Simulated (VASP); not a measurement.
Crystal: Na.

```
Na
1.0
    -2.11250    2.11250    2.11250
     2.11250   -2.11250    2.11250
     2.11250    2.11250   -2.11250
Na
1
Direct
  0.00000 0.00000 0.00000
```

Base run:

| Quantity | Value |
| --- | --- |
| Program | VASP 6.6.1 |
| Functional | r2SCAN |
| Potentials or basis | VASP PAW PBE potentials, release 64 (Na_pv) |
| Cutoff | 520 eV |
| k mesh | 15 × 15 × 15 |
| Occupations | fermi-dirac, width 0.1 eV |
| Spin | no spin polarisation |

Its results: band gap on the k mesh zero (an odd number of electrons rules out a gap without spin polarisation); pressure 0.1 GPa.

**Question.** After a change of settings the same cell gave: band gap on the k mesh zero (an odd number of electrons rules out a gap without spin polarisation); pressure 2.1 GPa. Which change was it?
A. k mesh from 15 × 15 × 15 to 9 × 9 × 9
B. k mesh from 15 × 15 × 15 to 11 × 11 × 11; occupations from fermi-dirac, width 0.1 eV to methfessel-paxton, width 0.03 eV
C. k mesh from 15 × 15 × 15 to 2 × 2 × 2
D. k mesh from 15 × 15 × 15 to 11 × 11 × 11; further incar settings from ALGO = Normal; EDIFF = 1e-06; NBANDS = 10 to ALGO = Normal; EDIFF = 1e-07; NBANDS = 10

**Answer.** C.

Caveats: some runs use coarse meshes; the PAW data sets were made with another functional, which shifts forces and pressure a little.
